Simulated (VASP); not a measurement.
# BN (C2/m) in VASP: further runs, part 2 of 3

VASP 6.6.1. Earlier steps stand in the parts before.

## 3. Single point, r2SCAN (strain +0.0450 x Voigt [0, 0, 0, 1, 0, 0])

Input file POSCAR:

```
BN
1.0
    2.5009753125      0.0000000000      0.0000000000
   -1.2504876563      2.1659081548      0.0487329335
    0.0000000000      0.1546686375      6.8741616654
B N
2 2
Direct
    0.3333333333      0.6666666667      0.2500000000
    0.6666666667      0.3333333333      0.7500000000
    0.3333333333      0.6666666667      0.7500000000
    0.6666666667      0.3333333333      0.2500000000
```

Input file INCAR.step1:

```
ALGO = Normal ; EDIFF = 1E-4
ENCUT = 520 ; GGA = PE
ISMEAR = 0 ; LASPH = True
LCHARG = False ; LREAL = False
LWAVE = True ; NBANDS = 16
NELM = 100 ; PREC = Accurate
SIGMA = 0.05
```

Input file INCAR.step2:

```
ALGO = Normal ; EDIFF = 1E-6
ENCUT = 520 ; ISIF = 2
ISMEAR = 0 ; ISTART = 1
LASPH = True ; LCHARG = False
LMIXTAU = True ; LREAL = False
LWAVE = False ; METAGGA = R2SCAN
NBANDS = 16 ; NELM = 100
PREC = Accurate ; SIGMA = 0.05
```

Input file KPOINTS:

```
k-points
0
Gamma
  12 12 4
```

Potentials or basis: VASP PAW PBE potentials, release 64 (B, N).

Launch:

```bash
$ cat potpaw_PBE.64/B/POTCAR potpaw_PBE.64/N/POTCAR > POTCAR
$ cp INCAR.step1 INCAR
$ mpirun -np 1 vasp_std > vasp.out
$ cp INCAR.step2 INCAR
$ mpirun -np 1 vasp_std > vasp.out
```

OUTCAR:

```text
EDIFF = 1E-6
   ENCUT = 520
   ISIF = 2
   ISMEAR = 0
   ISTART = 1
   LASPH = True
   LREAL = False
   METAGGA = R2SCAN
   NELM = 100
   PREC = Accurate

 ion  position               nearest neighbor table
   1  0.333  0.667  0.250-   4 1.44   4 1.44   4 1.44
   2  0.667  0.333  0.750-   3 1.44   3 1.44   3 1.44
   3  0.333  0.667  0.750-   2 1.44   2 1.44   2 1.44
   4  0.667  0.333  0.250-   1 1.44   1 1.44   1 1.44

  LATTYP: Found a base centered monoclinic cell.
 ALAT       =     4.3329126619
 B/A-ratio  =     0.5772041829
 C/A-ratio  =     1.5869005457
 COS(beta)  =    -0.0449772303

  Lattice vectors:

 A1 = (  -1.2504876562,  -2.1659081548,  -0.0487329335)
 A2 = (   1.2504876563,  -2.1659081548,  -0.0487329335)
 A3 = (   0.0000000000,   0.1546686375,   6.8741616654)

Analysis of symmetry for initial positions (statically):
=====================================================================
 Subroutine PRICEL returns:
 Original cell was already a primitive cell.

 Routine SETGRP: Setting up the symmetry group for a
 base centered monoclinic supercell.

 Subroutine GETGRP returns: Found  4 space group operations
 (whereof  4 operations were pure point group operations)
 out of a pool of  4 trial point group operations.

The static configuration has the point symmetry C_2h.

Analysis of symmetry for dynamics (positions and initial velocities):
=====================================================================
 Subroutine PRICEL returns:
 Original cell was already a primitive cell.

 Routine SETGRP: Setting up the symmetry group for a
 base centered monoclinic supercell.

 Subroutine GETGRP returns: Found  4 space group operations
 (whereof  4 operations were pure point group operations)
 out of a pool of  4 trial point group operations.

The dynamic configuration has the point symmetry C_2h.

 Subroutine INISYM returns: Found  4 space group operations
 (whereof  4 operations are pure point group operations),
 and found     1 'primitive' translations

----------------------------------------------------------------------------------------

                                     Primitive cell

  volume of cell :      37.2177

  direct lattice vectors                    reciprocal lattice vectors
     2.500975313  0.000000000  0.000000000     0.399844011  0.230966974 -0.005196757
    -1.250487656  2.165908155  0.048732933     0.000000000  0.461933949 -0.010393514
     0.000000000  0.154668638  6.874161665     0.000000000 -0.003274784  0.145545967

  length of vectors
     2.500975313  2.501450062  6.875901467     0.461787811  0.462050861  0.145582804

  position of ions in fractional coordinates (direct lattice)
     0.333333333  0.666666667  0.250000000
     0.666666667  0.333333333  0.750000000
     0.333333333  0.666666667  0.750000000
     0.666666667  0.333333333  0.250000000

  ion indices of the primitive-cell ions
   primitive index   ion index
                 1           1
                 2           2
                 3           3
                 4           4

----------------------------------------------------------------------------------------

 KPOINTS: k-points

Automatic generation of k-mesh.
 Grid dimensions read from file:
 generate k-points for:   12   12    4

 Generating k-lattice:

  Cartesian coordinates                     Fractional coordinates (reciprocal lattice)
     0.033320334  0.019247248 -0.000433063     0.083333333 -0.000000000  0.000000000
     0.000000000  0.038494496 -0.000866126     0.000000000  0.083333333  0.000000000
     0.000000000 -0.000818696  0.036386492     0.000000000  0.000000000  0.250000000

  Length of vectors
     0.038482318  0.038504238  0.036395701

  Shift w.r.t. Gamma in fractional coordinates (k-lattice)
     0.000000000  0.000000000  0.000000000

 Subroutine IBZKPT returns following result:
 ===========================================

 Found    164 irreducible k-points:

 Following reciprocal coordinates:
            Coordinates               Weight
  0.000000  0.000000  0.000000      1.000000
  0.083333  0.000000  0.000000      4.000000
  0.166667 -0.000000  0.000000      4.000000
  0.250000 -0.000000  0.000000      4.000000
  0.333333 -0.000000  0.000000      4.000000
  0.416667  0.000000  0.000000      4.000000
[... 16 lines left out ...]
  0.333333  0.166667  0.000000      4.000000
  0.416667  0.166667  0.000000      4.000000
 [... further k-points ...]
   k-points           NKPTS =    164   k-points in BZ     NKDIM =    164   number of bands    NBANDS=     16
   number of dos      NEDOS =    301   number of ions     NIONS =      4
   total plane-waves  NPLWV =  21600
   dimension x,y,z NGX =    20 NGY =   20 NGZ =   54
   dimension x,y,z NGXF=    40 NGYF=   40 NGZF=  108
   ions per type =               2   2
   NGX,Y,Z   is equivalent  to a cutoff of  13.29, 13.29, 13.06 a.u.
   NGXF,Y,Z  is equivalent  to a cutoff of  26.59, 26.58, 26.11 a.u.
 SYSTEM =  unknown system
   PREC   = accura    normal or accurate (medium, high low for compatibility)
   ISTART =      1    job   : 0-new  1-cont  2-samecut
   ICHARG =      0    charge: 1-file 2-atom 10-const
   ISPIN  =      1    spin polarized calculation?
   LNONCOLLINEAR =      F non collinear calculations
   LSORBIT =      F    spin-orbit coupling
   LASPH  =      T    aspherical Exc in radial PAW
   ENCUT  =  520.0 eV  38.22 Ry    6.18 a.u.   4.65  4.65 12.78*2*pi/ulx,y,z
   NELM   =    100;   NELMIN=  2; NELMDL=  0     # of ELM steps
   EDIFF  = 0.1E-05   stopping-criterion for ELM
   LREAL  =      F    real-space projection
   EDIFFG = 0.1E-04   stopping-criterion for IOM
   NSW    =      0    number of steps for IOM
   IBRION =     -1    ionic relax: 0-MD 1-quasi-New 2-CG
   NFREE  =      0    steps in history (QN), initial steepest desc. (CG)
   ISIF   =      2    stress and relaxation
   ISYM   =      2    0-nonsym 1-usesym 2-fastsym
   POTIM  = 0.5000    time-step for ionic-motion
   TEBEG  =    0.0;   TEEND  =   0.0 temperature during run
   PSTRESS=    0.0 pullay stress
   NELECT =      16.0000    total number of electrons
   NUPDOWN=      -1.0000    fix difference up-down
   EMIN   =  10.00;   EMAX   =-10.00  energy-range for DOS
   EFERMI =   0.00;   METHOD = LEGACY
   ISMEAR =     0;   SIGMA  =   0.05  broadening in eV -4-tet -1-fermi 0-gaus
   EFERMI_NEDOS =   21; number of points for ismear=-14 and -15
   IALGO  =     38    algorithm
   IMIX   =      4    mixing-type and parameters
     AMIX     =   0.40;   BMIX     =  1.00
     AMIX_MAG =   1.60;   BMIX_MAG =  1.00
  volume/ion in A,a.u.               =       9.30        62.79
  Fermi-wavevector in a.u.,A,eV,Ry     =   1.235563  2.334876 20.770887  1.526617
  Thomas-Fermi vector in A             =   2.370208
   LORBIT       =      0    0 simple, 1 ext, 2 COOP (PROOUT), +10 PAW based schemes
   METAGGA = R2SCAN    functional components
   LHFCALC =     F    Hartree Fock is set to
   AEXX    =    0.0000 exact exchange contribution
   IVDW    =     0    specifies the selected vdW correction
   LEPSILON=     F    determine dielectric tensor
   LRPA    =     F    only Hartree local field effects (RPA)
 non-spin polarized calculation
 Gauss-broadening in eV      SIGMA  =   0.05
  energy-cutoff  :      520.00
  volume of cell :       37.22
 maximum number of plane-waves:      1013
   NGX =  9   NGY =  9   NGZ = 25

 number of electron      16.0000001 magnetization

 Free energy of the ion-electron system (eV)
  ---------------------------------------------------
  ext. energy  EPLUGINS =         0.00000000
  ---------------------------------------------------
  free energy    TOTEN  =       -38.59525760 eV

  energy without entropy =      -38.59525760  energy(sigma->0) =      -38.59525760

 E-fermi :   2.1398     XC(G=0): -10.5162

 val. band max:        1.8145334264   @ k =   0.3333   0.3333   0.5000
 cond. band min:       6.6856480279   @ k =   0.0000   0.5000   0.0000
 fundamental gap:      4.8711146016
 Fermi energy:         2.1397793126

 k-point     1 :       0.0000    0.0000    0.0000
  band No.  band energies     occupation
      1     -17.0249      2.00000
      2     -16.8019      2.00000
      3      -4.4931      2.00000
      4      -2.6398      2.00000
      5       0.4083      2.00000
      6       0.4088      2.00000
[... 8 lines left out ...]
     15      14.6648      0.00000
     16      16.0687      0.00000
[... 419 lines left out ...]
 k-point    24 :       0.4167    0.1667    0.0000
  band No.  band energies     occupation
      1     -13.4984      2.00000
      2     -13.4514      2.00000
      3      -7.1749      2.00000
      4      -7.1134      2.00000
      5      -3.9469      2.00000
      6      -3.8922      2.00000
[... 8 lines left out ...]
     15      17.0939      0.00000
     16      20.1167      0.00000

 [... further k-points ...]
[... 5 lines left out ...]
  --------------------------------------------------------------------------------------
  -------------------------------------------------------------------------------------
  Total        0.1435340      0.1000555     -0.0456344     -0.0000000     -0.0368787      0.0000000
  in kB        6.1789684      4.3072705     -1.9645070     -0.0000000     -1.5875862      0.0000000
  external PRESSURE =       2.8405773 kB  Pullay stress =       0.0000000 kB

 VOLUME and BASIS-vectors are now :
 -----------------------------------------------------------------------------
  energy-cutoff  :      520.00
  volume of cell :       37.22
      direct lattice vectors                 reciprocal lattice vectors
     2.500975313  0.000000000  0.000000000     0.399844011  0.230966974 -0.005196757
    -1.250487656  2.165908155  0.048732933     0.000000000  0.461933949 -0.010393514
     0.000000000  0.154668638  6.874161665     0.000000000 -0.003274784  0.145545967

 POSITION                                       TOTAL-FORCE (eV/Angst)
 -----------------------------------------------------------------------------------
     -0.00000      1.48261      1.75103        -0.000000      0.002097     -0.000038
      1.25049      0.83797      5.17187         0.000000     -0.002097      0.000038
     -0.00000      1.55994      5.18811        -0.000000      0.000376      0.000221
      1.25049      0.76064      1.73478         0.000000     -0.000376     -0.000221
 -----------------------------------------------------------------------------------
    total drift:                                0.000000     -0.000000     -0.000000

  FREE ENERGIE OF THE ION-ELECTRON SYSTEM (eV)
  ---------------------------------------------------
  free  energy   TOTEN  =       -38.5952575972 eV

  energy  without entropy=      -38.5952575972  energy(sigma->0) =      -38.59525760
```

Run time: 5.1 min. Hardware: 1 thread of Intel Xeon Platinum 8259CL at 2.50GHz (Skylake/Cascade Lake), shared host; peak memory 0.21 GiB.

What came out:

- Free energy: -38.5953 eV
- Pressure: 0.3 GPa
- Band gap on the k mesh: 4.87 eV, indirect (least direct gap 5.18 eV)

Forces in eV/Å, atoms in the order of the input:
```
B    0.000  0.002  0.000
B    0.000 -0.002  0.000
N    0.000  0.000  0.000
N    0.000  0.000  0.000
```

Stress tensor (GPa, compression positive):
```
 0.62  0.00  0.00
 0.00  0.43 -0.16
 0.00 -0.16 -0.20
```

Levels at points of the mesh, in eV from the valence-band top:
| k point | band 5 | band 6 | band 7 | band 8 | band 9 | band 10 | band 11 | band 12 |
| --- | --- | --- | --- | --- | --- | --- | --- | --- |
| (0.00, 0.00, 0.00) | -1.41 | -1.41 | -1.38 | -1.38 | 5.34 | 10.56 | 12.28 | 12.29 |
| (0.50, 0.00, 0.00) | -4.35 | -4.30 | -1.40 | -0.57 | 4.87 | 6.13 | 10.15 | 10.67 |
| (0.00, 0.50, 0.00) | -4.34 | -4.29 | -1.40 | -0.58 | 4.87 | 6.11 | 10.18 | 10.67 |
| (0.00, 0.00, 0.50) | -1.40 | -1.39 | -1.39 | -1.39 | 7.65 | 7.65 | 12.32 | 12.32 |
| (0.50, 0.00, 0.50) | -4.32 | -4.32 | -1.01 | -0.94 | 5.20 | 5.42 | 10.58 | 10.58 |
| (0.00, 0.50, 0.50) | -4.32 | -4.32 | -1.05 | -0.90 | 5.10 | 5.53 | 10.58 | 10.59 |

Caveat: the cell differs from its parent crystal (strain +0.0450 x Voigt [0, 0, 0, 1, 0, 0]); the PAW data sets were made with another functional, which shifts forces and pressure a little. A k mesh can miss the band edges.

## 4. Single point, r2SCAN (strain +0.0525 x Voigt [0, 0, 0, 1, 0, 0])

Edit POSCAR of step 3 so:

```diff
@@ -3,4 +3,4 @@
     2.5009753125      0.0000000000      0.0000000000
-   -1.2504876563      2.1659081548      0.0487329335
-    0.0000000000      0.1546686375      6.8741616654
+   -1.2504876563      2.1659081548      0.0568550891
+    0.0000000000      0.1804467437      6.8741616654
 B N
```

Input file INCAR.step1:

```
  PREC = Accurate
  ENCUT = 520
  ISMEAR = 0
  SIGMA = 0.05
  LREAL = F
  LASPH = T
  NELM = 100
  NBANDS = 16
  GGA = PE
  ALGO = Normal
  EDIFF = 1E-4
  LWAVE = T
  LCHARG = F
```

Input file INCAR.step2:

```
  PREC = Accurate
  ENCUT = 520
  EDIFF = 1E-6
  ISMEAR = 0
  SIGMA = 0.05
  LREAL = F
  LASPH = T
  NELM = 100
  ALGO = Normal
  ISIF = 2
  LWAVE = F
  LCHARG = F
  METAGGA = R2SCAN
  LMIXTAU = T
  NBANDS = 16
  ISTART = 1
```

Input file KPOINTS:

```
regular mesh
0
Gamma
  12 12 4
```

Potentials or basis: VASP PAW PBE potentials, release 64 (B, N).

Launch:

```bash
$ cat potpaw_PBE.64/B/POTCAR potpaw_PBE.64/N/POTCAR > POTCAR
$ cp INCAR.step1 INCAR
$ mpirun -np 1 vasp_std > vasp.out
$ cp INCAR.step2 INCAR
$ mpirun -np 1 vasp_std > vasp.out
```

OUTCAR:

```text
PREC = Accurate
   ENCUT = 520
   EDIFF = 1E-6
   ISMEAR = 0
   LREAL = F
   LASPH = T
   NELM = 100
   ISIF = 2
   METAGGA = R2SCAN
   ISTART = 1

 ion  position               nearest neighbor table
   1  0.333  0.667  0.250-   4 1.44   4 1.44   4 1.44
   2  0.667  0.333  0.750-   3 1.44   3 1.44   3 1.44
   3  0.333  0.667  0.750-   2 1.44   2 1.44   2 1.44
   4  0.667  0.333  0.250-   1 1.44   1 1.44   1 1.44

  LATTYP: Found a base centered monoclinic cell.
 ALAT       =     4.3333084987
[... 648 lines left out ...]
     15      17.0922      0.00000
     16      20.1015      0.00000

 [... further k-points ...]
[... 5 lines left out ...]
  --------------------------------------------------------------------------------------
  -------------------------------------------------------------------------------------
  Total        0.1389945      0.0799279     -0.0413545     -0.0000000     -0.0432468      0.0000000
  in kB        5.9846467      3.4414317     -1.7805887     -0.0000000     -1.8620666      0.0000000
  external PRESSURE =       2.5484965 kB  Pullay stress =       0.0000000 kB

 VOLUME and BASIS-vectors are now :
 -----------------------------------------------------------------------------
  energy-cutoff  :      520.00
  volume of cell :       37.21
      direct lattice vectors                 reciprocal lattice vectors
     2.500975313  0.000000000  0.000000000     0.399844011  0.231009227 -0.006063992
    -1.250487656  2.165908155  0.056855089     0.000000000  0.462018454 -0.012127984
     0.000000000  0.180446744  6.874161665     0.000000000 -0.003821281  0.145572593

 POSITION                                       TOTAL-FORCE (eV/Angst)
 -----------------------------------------------------------------------------------
     -0.00000      1.48905      1.75644        -0.000000      0.002857     -0.000069
      1.25049      0.85730      5.17457         0.000000     -0.002857      0.000069
     -0.00000      1.57927      5.19352        -0.000000      0.000528      0.000321
      1.25049      0.76708      1.73749         0.000000     -0.000528     -0.000321
 -----------------------------------------------------------------------------------
    total drift:                                0.000000     -0.000000     -0.000000

  FREE ENERGIE OF THE ION-ELECTRON SYSTEM (eV)
  ---------------------------------------------------
  free  energy   TOTEN  =       -38.5949509812 eV

  energy  without entropy=      -38.5949509812  energy(sigma->0) =      -38.59495098
```

OSZICAR.step1:

```text
N       E                     dE             d eps       ncg     rms          rms(c)
DAV:   1     0.486431800461E+02    0.48643E+02   -0.80602E+03  5280   0.925E+02
DAV:   2    -0.355350138745E+02   -0.84178E+02   -0.76337E+02  7288   0.218E+02
DAV:   3    -0.387725309825E+02   -0.32375E+01   -0.32241E+01  6848   0.426E+01
DAV:   4    -0.387945663536E+02   -0.22035E-01   -0.22031E-01  6592   0.390E+00
DAV:   5    -0.387947848961E+02   -0.21854E-03   -0.21854E-03  6752   0.369E-01    0.113E+01
DAV:   6    -0.355389710773E+02    0.32558E+01   -0.52894E+00  6920   0.176E+01    0.508E+00
DAV:   7    -0.352503429557E+02    0.28863E+00   -0.58923E-01  7232   0.553E+00    0.317E+00
DAV:   8    -0.351720908192E+02    0.78252E-01   -0.24565E-01  6960   0.331E+00    0.483E-01
DAV:   9    -0.351672930131E+02    0.47978E-02   -0.16118E-02  5880   0.103E+00    0.198E-01
DAV:  10    -0.351683360309E+02   -0.10430E-02   -0.13964E-03  6208   0.287E-01    0.356E-02
DAV:  11    -0.351684527501E+02   -0.11672E-03   -0.10022E-04  5752   0.822E-02    0.241E-02
DAV:  12    -0.351684677459E+02   -0.14996E-04   -0.25795E-05  4464   0.403E-02
   1 F= -.35168468E+02 E0= -.35168468E+02  d E =-.116068E-14
```

Run time: 5.8 min. Hardware: 1 thread of Intel Xeon Platinum 8259CL at 2.50GHz (Skylake/Cascade Lake), shared host; peak memory 0.21 GiB.

Results:

```yaml
Free_energy: -38.5950 eV
Pressure: 0.3 GPa
Band_gap_on_the_k_mesh: 4.86 eV, indirect (least direct gap 5.15 eV)
```

Forces in eV/Å, atoms in the order of the input:
```
B    0.000  0.003  0.000
B    0.000 -0.003  0.000
N    0.000  0.001  0.000
N    0.000 -0.001  0.000
```

Stress tensor (GPa, compression positive):
```
 0.60  0.00  0.00
 0.00  0.34 -0.19
 0.00 -0.19 -0.18
```

Caveat: the cell differs from its parent crystal (strain +0.0525 x Voigt [0, 0, 0, 1, 0, 0]); the PAW data sets were made with another functional, which shifts forces and pressure a little. A k mesh can miss the band edges.

[end of part 2 of 3]
